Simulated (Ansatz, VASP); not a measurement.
## Nb in VASP and in Ansatz

Contents of INCAR:

```
PREC     = Accurate       # precision mode
ENCUT    = 520            # plane-wave cutoff, eV
EDIFF    = 1E-6           # SCF threshold, eV
ISMEAR   = 0              # smearing method
SIGMA    = 0.15           # smearing width, eV
LREAL    = False          # projectors in reciprocal space
LASPH    = True           # aspherical terms in the spheres
NELM     = 80             # most SCF steps
ALGO     = Fast           # electronic algorithm
ISIF     = 2              # what is computed and relaxed
LWAVE    = False          # write WAVECAR
LCHARG   = True           # write CHGCAR
GGA      = PE             # functional
LELF     = True           # ELF
LVHAR    = True         
NBANDS   = 12             # bands
```

KPOINTS

```
Automatic mesh
0
Gamma
  20 20 20
```

POSCAR

```
Nb
1.0
   -1.6639500000      1.6639500000      1.7055487500
    1.6639500000     -1.6639500000      1.7055487500
    1.6639500000      1.6639500000     -1.7055487500
Nb
1
Direct
    0.0000000000      0.0000000000      0.0000000000
```

Input for Ansatz:

```yaml
crystal:
  lattice:
    - [-1.66395, 1.66395, 1.70554875]
    - [1.66395, -1.66395, 1.70554875]
    - [1.66395, 1.66395, -1.70554875]
  atoms:
    - { symbol: Nb, position: [0.0, 0.0, 0.0] }
basis:
  ecutwfc: 420
kpoints:
  mp_grid: { grid: [20, 20, 20] }
hamiltonian:
  xc: pbe
scf:
  occupations: { method: gaussian, width: 0.15 }
output:
  forces: true
  stress: true
  eigenvalues: true
```

Change from the starting cell: strain +0.000 along x and y, +0.025 along z, atoms carried along.

Alike in both runs: task single point; functional PBE; k mesh 20 × 20 × 20; occupations gaussian, width 0.15 eV; no spin polarisation.

```csv
,VASP,Ansatz
version,VASP 6.6.1,Ansatz 0.2.0
potentials or method,"VASP PAW PBE potentials, release 64 (Nb_sv), cutoff 520 eV","scalar-relativistic, plane waves, PAW"
valence electrons in the cell,13,13
```

Ansatz gave:

* gap on the k mesh at the Fermi level (eV): none
* pressure (GPa): -6.4
* traceless stress, the component that is largest in VASP (GPa): -1.69

Q: Which values does VASP return?

A: gap on the k mesh at the Fermi level (eV): none; pressure (GPa): -6.7; traceless stress, the component that is largest in VASP (GPa): -1.68.

A gap of «none» marks a metal or a gap that the smearing closes. With one functional, cell and mesh, what is left measures potentials, basis and numerics.
